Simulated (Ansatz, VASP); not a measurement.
BP: VASP beside Ansatz

The input POSCAR:

```
BP
1.0
    0.0000000000      2.2690000000      2.2690000000
    2.2690000000      0.0000000000      2.2690000000
    2.2690000000      2.2690000000      0.0000000000
P B
1 1
Direct
    0.7500000000      0.7500000000      0.7500000000
    0.0000000000      0.0000000000      0.0000000000
```

The input INCAR.step1:

```
ALGO = Normal
EDIFF = 1E-5
ENCUT = 520
GGA = PE
ISIF = 2
ISMEAR = -1
LASPH = True
LCHARG = False
LREAL = False
LWAVE = True
NBANDS = 11
NELM = 80
PREC = Accurate
SIGMA = 0.05
```

The input INCAR.step2:

```
AEXX = 0.5
ALGO = Normal
EDIFF = 1E-6
ENCUT = 520
ISIF = 2
ISMEAR = -1
ISTART = 1
LASPH = True
LCHARG = False
LHFCALC = True
LMIXTAU = True
LREAL = False
LWAVE = False
METAGGA = R2SCAN
NBANDS = 11
NELM = 80
PREC = Accurate
PRECFOCK = Normal
SIGMA = 0.05
```

The input KPOINTS:

```
k-points
0
Gamma
  5 5 5
```

input.yaml

```yaml
crystal:
  lattice:
    - [0.0, 2.269, 2.269]
    - [2.269, 0.0, 2.269]
    - [2.269, 2.269, 0.0]
  atoms:
    - { symbol: P, position: [0.75, 0.75, 0.75] }
    - { symbol: B, position: [0.0, 0.0, 0.0] }
hamiltonian:
  xc: r2scan50
  pseudopotentials: { kind: paw }
kpoints:
  mp_grid: { grid: [5, 5, 5] }
  band_path:
    path:
      - [[0.0, 0.0, 0.0], [0.5, 0.0, 0.5], [0.5, 0.25, 0.75], [0.375, 0.375, 0.75], [0.0, 0.0, 0.0], [0.5, 0.5, 0.5], [0.625, 0.25, 0.625], [0.5, 0.25, 0.75], [0.5, 0.5, 0.5], [0.375, 0.375, 0.75]]
      - [[0.625, 0.25, 0.625], [0.5, 0.0, 0.5]]
    npoints: 4
scf:
  occupations: { method: fermi_dirac, width: 0.05 }
  n_extra_bands: 6
output:
  forces: true
  stress: true
  eigenvalues: true
  fatbands: false
  write_density: true
  write_potential: true
  elf: true
  volumetric_format: npy
```

Alike in both runs: functional r2SCAN50; k mesh 5 × 5 × 5; occupations fermi-dirac, width 0.05 eV; no spin polarisation.

|  | VASP | Ansatz |
| --- | --- | --- |
| version | VASP 6.6.1 | Ansatz 0.2.0 |
| potentials or method | VASP PAW PBE potentials, release 64 (P, B) | Ansatz PAW |
| plane-wave cutoff (eV) | 520 | 500 |
| valence electrons in the cell | 8 | 8 |
| task | single point | band structure |

Ansatz gave:

```
gap on the k mesh at the Fermi level (eV) : 4.17
least direct gap on the mesh (eV)         : 6.72
pressure (GPa)                            : -3.9
```

**Question.** Which values does VASP return?

**Answer.** gap on the k mesh at the Fermi level (eV): 4.25; least direct gap on the mesh (eV): 6.80; pressure (GPa): -4.9.

VASP's potentials were made for PBE, not for r2SCAN50. The functional is the same, so the differences come from potentials, cutoffs and numerics.

The k mesh is coarse, so the values compare programs but aren't converged.
